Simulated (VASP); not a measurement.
# Al (P6_3/mmc) in VASP: notebook, part 2 of 2

VASP 6.6.1.

## (4) Single point, PBEsol

This run uses another cell than the first one, of 13.66 Å³/atom, 1.017 times its volume.

Contents of INCAR:

```
PREC = Accurate
ENCUT = 520
EDIFF = 1E-6
ISMEAR = 0
SIGMA = 0.15
LREAL = False
LASPH = True
NELM = 60
ALGO = Normal
ISIF = 2
LWAVE = False
LCHARG = False
GGA = PS
NBANDS = 10
```

Contents of KPOINTS:

```
regular mesh
0
Gamma
  18 18 10
```

Contents of POSCAR:

```
Al
1.0
    2.6502000000      0.0000000000      0.0000000000
   -1.3251000000      2.2951405251      0.0000000000
    0.0000000000      0.0000000000      4.4899000000
Al
2
Direct
    0.6666666667      0.3333333333      0.7500000000
    0.3333333333      0.6666666667      0.2500000000
```

Potentials or basis: VASP PAW PBE potentials, release 64 (Al).

Started as:

```
$ cat potpaw_PBE.64/Al/POTCAR > POTCAR
$ mpirun -np 1 vasp_std > vasp.out
```

OUTCAR:

```text
PREC = Accurate
   ENCUT = 520
   EDIFF = 1E-6
   ISMEAR = 0
   LREAL = False
   LASPH = True
   NELM = 60
   ISIF = 2
   GGA = PS

 ion  position               nearest neighbor table
   1  0.667  0.333  0.750-   2 2.72   2 2.72   2 2.72   2 2.72   2 2.72   2 2.72
   2  0.333  0.667  0.250-   1 2.72   1 2.72   1 2.72   1 2.72   1 2.72   1 2.72

  LATTYP: Found a hexagonal cell.
 ALAT       =     2.6502000000
 C/A-ratio  =     1.6941740246

  Lattice vectors:

 A1 = (   2.6502000000,   0.0000000000,   0.0000000000)
 A2 = (  -1.3251000000,   2.2951405251,   0.0000000000)
 A3 = (   0.0000000000,   0.0000000000,   4.4899000000)

Analysis of symmetry for initial positions (statically):
=====================================================================
 Subroutine PRICEL returns:
 Original cell was already a primitive cell.

 Routine SETGRP: Setting up the symmetry group for a
 hexagonal supercell.

 Subroutine GETGRP returns: Found 24 space group operations
 (whereof 12 operations were pure point group operations)
 out of a pool of 24 trial point group operations.

The static configuration has the point symmetry D_3d.
 The point group associated with its full space group is D_6h.

Analysis of symmetry for dynamics (positions and initial velocities):
=====================================================================
 Subroutine PRICEL returns:
 Original cell was already a primitive cell.

 Routine SETGRP: Setting up the symmetry group for a
 hexagonal supercell.

 Subroutine GETGRP returns: Found 24 space group operations
 (whereof 12 operations were pure point group operations)
 out of a pool of 24 trial point group operations.

The dynamic configuration has the point symmetry D_3d.
 The point group associated with its full space group is D_6h.

 Subroutine INISYM returns: Found 24 space group operations
 (whereof 12 operations are pure point group operations),
[... 120 lines left out ...]
   LORBIT       =      0    0 simple, 1 ext, 2 COOP (PROOUT), +10 PAW based schemes
   GGA     = PS    functional components
   LHFCALC =     F    Hartree Fock is set to
   AEXX    =    0.0000 exact exchange contribution
   IVDW    =     0    specifies the selected vdW correction
   LEPSILON=     F    determine dielectric tensor
   LRPA    =     F    only Hartree local field effects (RPA)
 non-spin polarized calculation
 Gauss-broadening in eV      SIGMA  =   0.15
  energy-cutoff  :      520.00
  volume of cell :       27.31
 maximum number of plane-waves:       762
 NGX is ok and might be reduce to    20
   NGX =  9   NGY =  9   NGZ = 17

 number of electron       6.0000000 magnetization

 Free energy of the ion-electron system (eV)
  ---------------------------------------------------
  ext. energy  EPLUGINS =         0.00000000
  ---------------------------------------------------
  free energy    TOTEN  =        -7.81769813 eV

  energy without entropy =       -7.80976122  energy(sigma->0) =       -7.81372968

 E-fermi :  10.0800     XC(G=0): -10.9688

 val. band max:       10.0265187651   @ k =   0.3333  -0.0000   0.3000
 cond. band min:      10.0809667874   @ k =   0.3333   0.0556   0.1000
 fundamental gap:      0.0544480223
 Fermi energy:        10.0800189646

 k-point     1 :       0.0000    0.0000    0.0000
  band No.  band energies     occupation
      1      -2.4365      2.00000
      2       4.4678      2.00000
      3       4.9314      2.00000
      4      22.5589      0.00000
      5      22.6168      0.00000
      6      22.6168      0.00000
      7      22.9219      0.00000
      8      22.9219      0.00000
      9      25.5307      0.00000
     10      26.6183      0.00000
[... 287 lines left out ...]
 k-point    24 :       0.3889    0.1111    0.0000
  band No.  band energies     occupation
      1       3.2120      2.00000
      2       6.0764      2.00000
      3       9.7805      1.99526
      4      10.4592      0.00035
      5      12.5293      0.00000
      6      12.7191      0.00000
      7      15.2048      0.00000
      8      19.9381      0.00000
      9      20.8478      0.00000
     10      22.4927      0.00000

 [... further k-points ...]

------------------------ aborting loop because EDIFF is reached ----------------------------------------

  FORCE on cell =-STRESS in cart. coord.  units (eV):
  Direction    XX          YY          ZZ          XY          YZ          ZX
  --------------------------------------------------------------------------------------
  -------------------------------------------------------------------------------------
  Total        3.7798681      3.7798681      3.1699569      0.0000000      0.0000000      0.0000000
  in kB      221.7494867    221.7494867    185.9684819      0.0000000      0.0000000      0.0000000
  external PRESSURE =     209.8224851 kB  Pullay stress =       0.0000000 kB

 VOLUME and BASIS-vectors are now :
 -----------------------------------------------------------------------------
  energy-cutoff  :      520.00
  volume of cell :       27.31
      direct lattice vectors                 reciprocal lattice vectors
     2.650200000  0.000000000  0.000000000     0.377330013  0.217851584  0.000000000
    -1.325100000  2.295140525  0.000000000     0.000000000  0.435703169  0.000000000
     0.000000000  0.000000000  4.489900000     0.000000000  0.000000000  0.222722110

 POSITION                                       TOTAL-FORCE (eV/Angst)
 -----------------------------------------------------------------------------------
      1.32510      0.76505      3.36742         0.000000      0.000000      0.000000
     -0.00000      1.53009      1.12247        -0.000000     -0.000000      0.000000
 -----------------------------------------------------------------------------------
    total drift:                                0.000000     -0.000000     -0.000000

  FREE ENERGIE OF THE ION-ELECTRON SYSTEM (eV)
  ---------------------------------------------------
  free  energy   TOTEN  =        -7.8176981320 eV

  energy  without entropy=       -7.8097612182  energy(sigma->0) =       -7.81372968
```

It took 30 s on 1 thread of Intel Xeon 6975P-C, shared host; peak memory 0.17 GiB.

What came out:

* Free energy: -7.8177 eV
* Pressure: 21.0 GPa
* Band gap on the k mesh: zero (band 3 reaches 14.18 eV, above the bottom of band 4 at 6.71 eV)

Levels at points of the mesh, in eV from the Fermi level:
| k point | band 1 | band 2 | band 3 | band 4 | band 5 | band 6 |
| --- | --- | --- | --- | --- | --- | --- |
| (0.00, 0.00, 0.00) | -12.52 | -5.61 | -5.15 | 12.48 | 12.54 | 12.54 |
| (0.50, 0.00, 0.00) | -5.79 | -5.67 | 0.56 | 1.14 | 1.15 | 1.94 |
| (0.00, 0.00, 0.50) | -10.70 | -10.70 | 3.07 | 3.07 | 13.40 | 13.40 |
| (0.50, 0.00, 0.50) | -4.49 | -4.49 | -3.37 | -3.37 | 7.86 | 7.86 |

Caveat: the PAW data sets were made with another functional, which shifts forces and pressure a little.

## (5) Single point, PBEsol

This run uses another cell than the first one, of 13.60 Å³/atom, 1.013 times its volume.

Contents of INCAR:

```
PREC = Accurate
ENCUT = 520
EDIFF = 1E-6
ISMEAR = 0
SIGMA = 0.15
LREAL = F
LASPH = T
NELM = 60
ALGO = Normal
ISIF = 2
LWAVE = F
LCHARG = F
GGA = PS
NBANDS = 10
```

KPOINTS is that of step 4.

Contents of POSCAR:

```
Al
1.0
    2.6901000000      0.0000000000      0.0000000000
   -1.3450500000      2.3296949387      0.0000000000
    0.0000000000      0.0000000000      4.3414000000
Al
2
Direct
    0.6666666667      0.3333333333      0.7500000000
    0.3333333333      0.6666666667      0.2500000000
```

Started as:

```
$ cat potpaw_PBE.64/Al/POTCAR > POTCAR
$ mpirun -np 1 vasp_std > vasp.out
```

It took 21 s on 1 thread of Intel Xeon 6975P-C, shared host; peak memory 0.17 GiB.

It converged, with:

```yaml
Free_energy: -7.8095 eV
Pressure: 21.4 GPa
Band_gap_on_the_k_mesh: zero (band 3 reaches 14.83 eV, above the bottom of band 4 at 6.63 eV)
```

Stress tensor (GPa, compression positive):
```
20.76  0.00  0.00
 0.00 20.76  0.00
 0.00  0.00 22.61
```

Levels at points of the mesh, in eV from the Fermi level:
| k point | band 1 | band 2 | band 3 | band 4 | band 5 | band 6 | band 7 |
| --- | --- | --- | --- | --- | --- | --- | --- |
| (0.00, 0.00, 0.00) | -12.54 | -5.31 | -4.51 | 11.89 | 11.89 | 12.01 | 12.01 |
| (0.50, 0.00, 0.00) | -5.96 | -5.92 | 0.61 | 1.24 | 1.64 | 2.24 | 6.40 |
| (0.00, 0.00, 0.50) | -10.59 | -10.59 | 4.08 | 4.08 | 12.81 | 12.81 | 12.81 |
| (0.50, 0.00, 0.50) | -4.57 | -4.57 | -3.48 | -3.48 | 8.00 | 8.00 | 8.01 |

Caveat: the PAW data sets were made with another functional, which shifts forces and pressure a little.

## (6) The runs side by side

| cell | gap on the mesh (eV) | pressure (GPa) |
| --- | --- | --- |
| a = 2.650, b = 2.650, c = 4.416 Å, angles 90.0, 90.0, 120.0°, 2 atoms | none | 23.6 |
| a = 2.730, b = 2.730, c = 4.267 Å, angles 90.0, 90.0, 120.0°, 2 atoms | none | 19.7 |
| a = 2.650, b = 2.650, c = 4.490 Å, angles 90.0, 90.0, 120.0°, 2 atoms | none | 21.0 |
| a = 2.690, b = 2.690, c = 4.341 Å, angles 90.0, 90.0, 120.0°, 2 atoms | none | 21.4 |

Alike in all rows: task single point; level PBEsol; potentials or basis VASP PAW PBE potentials, release 64 (Al); no spin polarisation; k mesh 18 × 18 × 10; cutoff (eV) 520; smearing gaussian 0.15 eV.

Caveats: the PAW data sets were made with another functional, which shifts forces and pressure a little.

Absolute energies hang on the potentials; compare differences alone.
